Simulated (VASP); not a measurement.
# BeS (vh.b) (F-43m) in VASP: single point with PBE

Aim: the single point of BeS (vh.b) with PBE.

All numbers are computed with VASP 6.6.1; they aren't measurements. Logs are shortened: lines on timing, memory, paths and dates and some standing lists are left out, and cuts for length are marked.

## Step 1: The cell of the first run

Symmetry: F-43m, No. 216, cubic system. Conventional cell: a = 4.876 Å, b = 4.876 Å, c = 4.876 Å, α = 90.00°, β = 90.00°, γ = 90.00°. Be (site symmetry -43m) has 4 S at 2.11 Å within 2.8 Å. Within 2.8 Å of S (site symmetry -43m) lie 4 Be at 2.11 Å.

## Step 2: Single point, PBE

The input, INCAR:

```
PREC = Accurate
ENCUT = 600
EDIFF = 1E-6
ISMEAR = 0
SIGMA = 0.02
LREAL = F
LASPH = T
NELM = 120
ALGO = Normal
ISIF = 2
LWAVE = F
LCHARG = F
GGA = PE
NBANDS = 11
GGA_COMPAT = F
```

The input, KPOINTS:

```
Automatic mesh
0
Gamma
  8 8 8
```

The input, POSCAR:

```
BeS
1.0
    0.0000000000      2.4378841712      2.4378841712
    2.4378841712      0.0000000000      2.4378841712
    2.4378841712      2.4378841712      0.0000000000
Be S
1 1
Direct
    0.0000000000      0.0000000000      0.0000000000
    0.2500000000      0.2500000000      0.2500000000
```

Potentials or basis: VASP PAW PBE potentials, release 64 (Be, S).

Launch:

```sh
> cat potpaw_PBE.64/Be/POTCAR potpaw_PBE.64/S/POTCAR > POTCAR
> mpirun -np 1 vasp_std > vasp.out
```

OUTCAR:

```text
PREC = Accurate
   ENCUT = 600
   EDIFF = 1E-6
   ISMEAR = 0
   LREAL = F
   LASPH = T
   NELM = 120
   ISIF = 2
   GGA = PE

 ion  position               nearest neighbor table
   1  0.000  0.000  0.000-   2 2.11   2 2.11   2 2.11   2 2.11
   2  0.250  0.250  0.250-   1 2.11   1 2.11   1 2.11   1 2.11

  LATTYP: Found a face centered cubic cell.
 ALAT       =     4.8757683424

  Lattice vectors:

 A1 = (   0.0000000000,   2.4378841712,   2.4378841712)
 A2 = (   2.4378841712,   0.0000000000,   2.4378841712)
 A3 = (   2.4378841712,   2.4378841712,   0.0000000000)

Analysis of symmetry for initial positions (statically):
=====================================================================
 Subroutine PRICEL returns:
 Original cell was already a primitive cell.

 Routine SETGRP: Setting up the symmetry group for a
 face centered cubic supercell.

 Subroutine GETGRP returns: Found 24 space group operations
 (whereof 24 operations were pure point group operations)
 out of a pool of 48 trial point group operations.

The static configuration has the point symmetry T_d .

Analysis of symmetry for dynamics (positions and initial velocities):
=====================================================================
 Subroutine PRICEL returns:
 Original cell was already a primitive cell.

 Routine SETGRP: Setting up the symmetry group for a
 face centered cubic supercell.

 Subroutine GETGRP returns: Found 24 space group operations
 (whereof 24 operations were pure point group operations)
 out of a pool of 48 trial point group operations.

The dynamic configuration has the point symmetry T_d .

 Subroutine INISYM returns: Found 24 space group operations
 (whereof 24 operations are pure point group operations),
 and found     1 'primitive' translations

----------------------------------------------------------------------------------------

                                     Primitive cell

  volume of cell :      28.9781

  direct lattice vectors                    reciprocal lattice vectors
     0.000000000  2.437884171  2.437884171    -0.205095880  0.205095880  0.205095880
     2.437884171  0.000000000  2.437884171     0.205095880 -0.205095880  0.205095880
     2.437884171  2.437884171  0.000000000     0.205095880  0.205095880 -0.205095880

  length of vectors
     3.447688858  3.447688858  3.447688858     0.355236485  0.355236485  0.355236485

  position of ions in fractional coordinates (direct lattice)
     0.000000000  0.000000000  0.000000000
     0.250000000  0.250000000  0.250000000

  ion indices of the primitive-cell ions
   primitive index   ion index
                 1           1
                 2           2

----------------------------------------------------------------------------------------

 KPOINTS: Automatic mesh

Automatic generation of k-mesh.
 Grid dimensions read from file:
 generate k-points for:    8    8    8

 Generating k-lattice:

  Cartesian coordinates                     Fractional coordinates (reciprocal lattice)
    -0.025636985  0.025636985  0.025636985     0.125000000  0.000000000  0.000000000
     0.025636985 -0.025636985  0.025636985     0.000000000  0.125000000  0.000000000
     0.025636985  0.025636985 -0.025636985     0.000000000  0.000000000  0.125000000

  Length of vectors
     0.044404561  0.044404561  0.044404561

  Shift w.r.t. Gamma in fractional coordinates (k-lattice)
     0.000000000  0.000000000  0.000000000

 Subroutine IBZKPT returns following result:
 ===========================================

 Found     29 irreducible k-points:

 Following reciprocal coordinates:
            Coordinates               Weight
  0.000000  0.000000  0.000000      1.000000
  0.125000  0.000000  0.000000      8.000000
  0.250000  0.000000  0.000000      8.000000
  0.375000  0.000000  0.000000      8.000000
  0.500000  0.000000  0.000000      4.000000
  0.125000  0.125000  0.000000      6.000000
[... 16 lines left out ...]
  0.500000  0.250000  0.125000     48.000000
 -0.375000  0.250000  0.125000     24.000000
 [... further k-points ...]
   k-points           NKPTS =     29   k-points in BZ     NKDIM =     29   number of bands    NBANDS=     11
   number of dos      NEDOS =    301   number of ions     NIONS =      2
   total plane-waves  NPLWV =  21952
   dimension x,y,z NGX =    28 NGY =   28 NGZ =   28
   dimension x,y,z NGXF=    56 NGYF=   56 NGZF=   56
   ions per type =               1   1
   NGX,Y,Z   is equivalent  to a cutoff of  13.50, 13.50, 13.50 a.u.
   NGXF,Y,Z  is equivalent  to a cutoff of  27.00, 27.00, 27.00 a.u.
 SYSTEM =  unknown system
   PREC   = accura    normal or accurate (medium, high low for compatibility)
   ISTART =      0    job   : 0-new  1-cont  2-samecut
   ICHARG =      2    charge: 1-file 2-atom 10-const
   ISPIN  =      1    spin polarized calculation?
   LNONCOLLINEAR =      F non collinear calculations
   LSORBIT =      F    spin-orbit coupling
   LASPH  =      T    aspherical Exc in radial PAW
   ENCUT  =  600.0 eV  44.10 Ry    6.64 a.u.   6.89  6.89  6.89*2*pi/ulx,y,z
   NELM   =    120;   NELMIN=  2; NELMDL= -5     # of ELM steps
   EDIFF  = 0.1E-05   stopping-criterion for ELM
   LREAL  =      F    real-space projection
   EDIFFG = 0.1E-04   stopping-criterion for IOM
   NSW    =      0    number of steps for IOM
   IBRION =     -1    ionic relax: 0-MD 1-quasi-New 2-CG
   NFREE  =      0    steps in history (QN), initial steepest desc. (CG)
   ISIF   =      2    stress and relaxation
   ISYM   =      2    0-nonsym 1-usesym 2-fastsym
   POTIM  = 0.5000    time-step for ionic-motion
   TEBEG  =    0.0;   TEEND  =   0.0 temperature during run
   PSTRESS=    0.0 pullay stress
   NELECT =       8.0000    total number of electrons
   NUPDOWN=      -1.0000    fix difference up-down
   EMIN   =  10.00;   EMAX   =-10.00  energy-range for DOS
   EFERMI =   0.00;   METHOD = LEGACY
   ISMEAR =     0;   SIGMA  =   0.02  broadening in eV -4-tet -1-fermi 0-gaus
   EFERMI_NEDOS =   21; number of points for ismear=-14 and -15
   IALGO  =     38    algorithm
   IMIX   =      4    mixing-type and parameters
     AMIX     =   0.40;   BMIX     =  1.00
     AMIX_MAG =   1.60;   BMIX_MAG =  1.00
  volume/ion in A,a.u.               =      14.49        97.78
  Fermi-wavevector in a.u.,A,eV,Ry     =   1.065978  2.014407 15.460437  1.136310
  Thomas-Fermi vector in A             =   2.201548
   LORBIT       =      0    0 simple, 1 ext, 2 COOP (PROOUT), +10 PAW based schemes
   GGA     = PE    functional components
   LHFCALC =     F    Hartree Fock is set to
   AEXX    =    0.0000 exact exchange contribution
   IVDW    =     0    specifies the selected vdW correction
   LEPSILON=     F    determine dielectric tensor
   LRPA    =     F    only Hartree local field effects (RPA)
 non-spin polarized calculation
 Gauss-broadening in eV      SIGMA  =   0.02
  energy-cutoff  :      600.00
  volume of cell :       28.98
 maximum number of plane-waves:       982
   NGX = 13   NGY = 13   NGZ = 13

 number of electron       7.9999999 magnetization

 Free energy of the ion-electron system (eV)
  ---------------------------------------------------
  ext. energy  EPLUGINS =         0.00000000
  ---------------------------------------------------
  free energy    TOTEN  =       -10.01354616 eV

  energy without entropy =      -10.01354616  energy(sigma->0) =      -10.01354616

 E-fermi :   4.1832     XC(G=0):  -9.6650

 val. band max:        4.0114361369   @ k =   0.0000   0.0000   0.0000
 cond. band min:       7.1574651669   @ k =   0.5000   0.5000   0.0000
 fundamental gap:      3.1460290300
 Fermi energy:         4.1832212204

 k-point     1 :       0.0000    0.0000    0.0000
  band No.  band energies     occupation
      1      -9.5751      2.00000
      2       4.0114      2.00000
      3       4.0114      2.00000
      4       4.0114      2.00000
      5       9.6872      0.00000
      6       9.6872      0.00000
      7       9.6872      0.00000
      8       9.7636      0.00000
      9      16.7938      0.00000
     10      16.7938      0.00000
     11      18.7610      0.00000

 k-point     2 :       0.1250    0.0000    0.0000
  band No.  band energies     occupation
      1      -9.4015      2.00000
      2       2.8288      2.00000
      3       3.8172      2.00000
      4       3.8172      2.00000
      5       9.5804      0.00000
      6      10.0363      0.00000
      7      10.0363      0.00000
      8      11.0673      0.00000
      9      16.1140      0.00000
     10      16.1140      0.00000
     11      18.6411      0.00000

 k-point     3 :       0.2500    0.0000    0.0000
  band No.  band energies     occupation
      1      -8.9243      2.00000
      2       0.7592      2.00000
      3       3.4285      2.00000
      4       3.4285      2.00000
      5       9.5200      0.00000
      6      10.5745      0.00000
      7      10.5745      0.00000
      8      13.1647      0.00000
      9      15.8751      0.00000
     10      15.8751      0.00000
     11      18.1961      0.00000

 k-point     4 :       0.3750    0.0000    0.0000
  band No.  band energies     occupation
      1      -8.3207      2.00000
      2      -0.9681      2.00000
      3       3.1140      2.00000
      4       3.1140      2.00000
      5       9.4593      0.00000
      6      10.6479      0.00000
      7      10.6479      0.00000
      8      14.6987      0.00000
      9      17.2035      0.00000
     10      17.2035      0.00000
     11      18.3235      0.00000
[... 239 lines left out ...]
 k-point    22 :       0.3750    0.2500    0.1250
  band No.  band energies     occupation
      1      -8.5350      2.00000
      2       0.5254      2.00000
      3       1.9119      2.00000
      4       2.9157      2.00000
      5       9.5365      0.00000
      6      11.2607      0.00000
      7      11.4908      0.00000
      8      12.5235      0.00000
      9      15.5509      0.00000
     10      18.3508      0.00000
     11      19.8518      0.00000

 k-point    23 :       0.5000    0.2500    0.1250
  band No.  band energies     occupation
      1      -8.0051      2.00000
      2      -0.6084      2.00000
      3       1.3817      2.00000
      4       2.4546      2.00000
      5      10.0067      0.00000
      6      10.8105      0.00000
      7      12.4199      0.00000
      8      13.2501      0.00000
      9      16.5672      0.00000
     10      18.3177      0.00000
     11      20.3659      0.00000

 k-point    24 :      -0.3750    0.2500    0.1250
  band No.  band energies     occupation
      1      -7.7403      2.00000
      2      -1.1485      2.00000
      3       1.2861      2.00000
      4       2.2147      2.00000
      5      10.1182      0.00000
      6      10.5622      0.00000
      7      13.0759      0.00000
      8      14.4567      0.00000
      9      15.4029      0.00000
     10      19.2416      0.00000
     11      19.8658      0.00000

 [... further k-points ...]
[... 5 lines left out ...]
  --------------------------------------------------------------------------------------
  -------------------------------------------------------------------------------------
  Total        0.0117261      0.0117261      0.0117261      0.0000000     -0.0000000      0.0000000
  in kB        0.6483289      0.6483289      0.6483289      0.0000000     -0.0000000      0.0000000
  external PRESSURE =       0.6483289 kB  Pullay stress =       0.0000000 kB

 VOLUME and BASIS-vectors are now :
 -----------------------------------------------------------------------------
  energy-cutoff  :      600.00
  volume of cell :       28.98
      direct lattice vectors                 reciprocal lattice vectors
     0.000000000  2.437884171  2.437884171    -0.205095880  0.205095880  0.205095880
     2.437884171  0.000000000  2.437884171     0.205095880 -0.205095880  0.205095880
     2.437884171  2.437884171  0.000000000     0.205095880  0.205095880 -0.205095880

 POSITION                                       TOTAL-FORCE (eV/Angst)
 -----------------------------------------------------------------------------------
      0.00000      0.00000      0.00000         0.000000      0.000000      0.000000
      1.21894      1.21894      1.21894        -0.000000     -0.000000     -0.000000
 -----------------------------------------------------------------------------------
    total drift:                               -0.000000     -0.000000     -0.000000

  FREE ENERGIE OF THE ION-ELECTRON SYSTEM (eV)
  ---------------------------------------------------
  free  energy   TOTEN  =       -10.0135461641 eV

  energy  without entropy=      -10.0135461641  energy(sigma->0) =      -10.01354616
```

Wall time 5.9 s (1 thread of AMD EPYC 9R45 (Zen 5), shared host); peak memory 0.12 GiB.

Results:

```
Free energy            : -10.0135 eV
Pressure               : 0.1 GPa
Band gap on the k mesh : 3.15 eV, indirect (least direct gap 5.68 eV)
```

A k mesh can miss the band edges. Expect the measured gap to be larger: semilocal functionals such as PBE lack the derivative discontinuity.
